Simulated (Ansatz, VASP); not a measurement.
Ga2S in VASP and in Ansatz

```
Ga S
1.0
     3.54112    0.00000    0.00000
    -1.77056    3.06670    0.00000
     0.00000    0.00000    6.15802
Ga S
2 1
Cartesian
  0.0000 0.0000 4.7336
  0.0000 0.0000 1.4244
  1.7706 1.0222 3.0790
```

Alike in both runs: functional PBE; k mesh 5 × 5 × 2; occupations gaussian, width 0.15 eV; no spin polarisation.

Ansatz relaxed the structure, and its values are those at the end. VASP's run is a single point on that final structure, the one shown.

|  | VASP | Ansatz |
| --- | --- | --- |
| version | VASP 6.6.1 | Ansatz 0.2.0 |
| potentials or method | VASP PAW PBE potentials, release 64 (Ga_d, S), cutoff 500 eV | scalar-relativistic, plane waves, PAW |
| valence electrons in the cell | 32 | 32 |

```csv
,VASP,Ansatz,Ansatz less VASP
gap on the k mesh at the Fermi level (eV),none,none,-
pressure (GPa),0.0,-0.1,-0.02
rms of the force components (eV/Å),0.014,0.008,-0.0063
```

A gap of «none» marks a metal or a gap that the smearing closes. The functional is the same, so the differences come from potentials, cutoffs and numerics.

The k mesh is coarse, so the values compare programs but aren't converged.
